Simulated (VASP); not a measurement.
Write the native input for VASP 6.6.1 that does the following.

| Quantity | Value |
| --- | --- |
| Task | single point |
| Functional | r2SCAN |
| Potentials or basis | VASP PAW PBE potentials, release 64 (Sc_sv, Pb_d, C) |
| Cutoff | 520 eV |
| k mesh | 6 × 6 × 6 |
| Occupations | fermi-dirac, width 0.01 eV |
| Spin | no spin polarisation |
| Dipole correction | no |
| Further INCAR settings | ALGO = Normal; EDIFF = 1e-07; NBANDS = 34 |

Sc3PbC:

```
Sc Pb C
1.0
     4.55407    0.00000    0.00000
     0.00000    4.55407    0.00000
     0.00000    0.00000    4.55407
Sc Pb C
3 1 1
Direct
  0.00000 0.50000 0.50000
  0.50000 0.50000 0.00000
  0.50000 0.00000 0.50000
  0.00000 0.00000 0.00000
  0.50000 0.50000 0.50000
```

These files were run (other wordings do the same):

POSCAR

```
Sc3PbC
1.0
    4.5540720000      0.0000000000      0.0000000000
    0.0000000000      4.5540720000      0.0000000000
    0.0000000000      0.0000000000      4.5540720000
Sc Pb C
3 1 1
Direct
    0.0000000000      0.5000000000      0.5000000000
    0.5000000000      0.5000000000      0.0000000000
    0.5000000000      0.0000000000      0.5000000000
    0.0000000000      0.0000000000      0.0000000000
    0.5000000000      0.5000000000      0.5000000000
```

INCAR.step1

```
SYSTEM = Sc3PbC
  PREC = Accurate
  ENCUT = 520
  ISMEAR = -1
  SIGMA = 0.01
  LREAL = .False.
  LASPH = .True.
  NELM = 80
  NBANDS = 34
  GGA = PE
  ALGO = Normal
  EDIFF = 1E-4
  LWAVE = .True.
  LCHARG = .False.
```

INCAR.step2

```
SYSTEM = Sc3PbC
  PREC = Accurate
  ENCUT = 520
  EDIFF = 1E-7
  ISMEAR = -1
  SIGMA = 0.01
  LREAL = .False.
  LASPH = .True.
  NELM = 80
  ALGO = Normal
  ISIF = 2
  LWAVE = .False.
  LCHARG = .True.
  METAGGA = R2SCAN
  LMIXTAU = .True.
  LELF = .True.
  LVHAR = .True.
  NBANDS = 34
  ISTART = 1
```

KPOINTS

```
regular mesh
0
Gamma
  6 6 6
  0 0 0
```

Potentials or basis: VASP PAW PBE potentials, release 64 (Sc_sv, Pb_d, C).

Command:

```sh
$ cat potpaw_PBE.64/Sc_sv/POTCAR potpaw_PBE.64/Pb_d/POTCAR potpaw_PBE.64/C/POTCAR > POTCAR
$ cp INCAR.step1 INCAR
$ mpirun -np 1 vasp_std > vasp.out
$ cp INCAR.step2 INCAR
$ mpirun -np 1 vasp_std > vasp.out
```

It gave:

The pressure is 0.0 GPa.

Caveat: the PAW data sets were made with another functional, which shifts forces and pressure a little.

It took 3.2 min on 1 thread of Intel(R) Xeon(R) Platinum 8488C (Sapphire Rapids) (shared host), peak memory 0.25 GiB.
